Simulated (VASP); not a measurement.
# Cr: single point with revPBE

Cr:

```
Cr
1.0
     4.07715    0.00000    0.00000
    -2.03857    3.53091    0.00000
     0.00000    0.00000    2.20414
Cr
3
Direct
  0.00000 0.00000 0.00000
  0.33333 0.66667 0.50000
  0.66667 0.33333 0.50000
```

This isn't the form of Cr at room conditions, which is bcc.

| Item | Value |
| --- | --- |
| Program | VASP 6.6.1 |
| Task | single point |
| Functional | revPBE |
| Potentials or basis | VASP PAW PBE potentials, release 64 (Cr_pv) |
| Cutoff | 520 eV |
| k mesh | 10 × 10 × 15 |
| Occupations | fermi-dirac, width 0.05 eV |
| Spin | collinear spin |
| Starting moments | [0.0, 0.063, 0.063] μB |
| Dipole correction | no |
| Further INCAR settings | ALGO = Normal; EDIFF = 1e-06; NBANDS = 29 |

```json
{"Pressure": "37.8 GPa", "Band gap on the k mesh": "zero (filled and empty bands overlap)", "Net moment": "0.02 μB per cell", "Valence electrons inside the program's atomic spheres": "Cr 11.27, 11.35 (each value once)"}
```

Stress tensor (GPa, compression positive):
```
36.44  0.00  0.00
 0.00 36.44  0.00
 0.00  0.00 40.42
```

Levels at points of the mesh, in eV from the Fermi level:
Spin up:
| k point | band 16 | band 17 | band 18 | band 19 | band 20 | band 21 |
| --- | --- | --- | --- | --- | --- | --- |
| (0.00, 0.00, 0.00) | -2.32 | -2.10 | -0.41 | -0.41 | 1.51 | 1.51 |
| (0.50, 0.00, 0.00) | -2.05 | -1.92 | 0.66 | 0.85 | 1.58 | 1.66 |
Spin down:
| k point | band 14 | band 15 | band 16 | band 17 | band 18 | band 19 | band 20 | band 21 | band 22 | band 23 |
| --- | --- | --- | --- | --- | --- | --- | --- | --- | --- | --- |
| (0.00, 0.00, 0.00) | -2.38 | -2.32 | -2.32 | -2.09 | -0.40 | -0.40 | 1.51 | 1.51 | 1.58 | 1.58 |
| (0.50, 0.00, 0.00) | -2.77 | -2.32 | -2.05 | -1.92 | 0.66 | 0.85 | 1.59 | 1.67 | 1.74 | 2.04 |

Run time: 3.6 min on 1 thread of Intel(R) Xeon(R) Platinum 8259CL CPU @ 2.50GHz (Skylake/Cascade Lake), with other jobs on the host, peak memory 0.25 GiB.

Caveat: the cell stands under pressure; the PAW data sets were made with another functional, which shifts forces and pressure a little.
